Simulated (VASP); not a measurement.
Here is a VASP 6.6.1 calculation.

File INCAR:

```
SYSTEM = Au
ALGO = Fast
EDIFF = 1E-7
ENCUT = 520
GGA = PS
ISIF = 2
ISMEAR = 0
LASPH = .True.
LCHARG = .False.
LREAL = .False.
LWAVE = .False.
NBANDS = 12
NELM = 60
PREC = Accurate
SIGMA = 0.15
```

Contents of KPOINTS:

```
k-points
0
Gamma
  22 22 22
  0 0 0
```

Contents of POSCAR:

```
Au
1.0
   -0.4432888147      1.8495843649      1.8495843649
    1.8495843649     -0.4432888147      1.8495843649
    1.8495843649      1.8495843649     -0.4432888147
Au
1
Direct
    0.0000000000      0.0000000000      0.0000000000
```

Potentials or basis: VASP PAW PBE potentials, release 64 (Au).

Launch:

```bash
$ cat potpaw_PBE.64/Au/POTCAR > POTCAR
$ mpirun -np 1 vasp_std > vasp.out
```

(1) Predict the pressure.

Answers

(1) 12.4 GPa.

Caveat: the PAW data sets were made with another functional, which shifts forces and pressure a little.
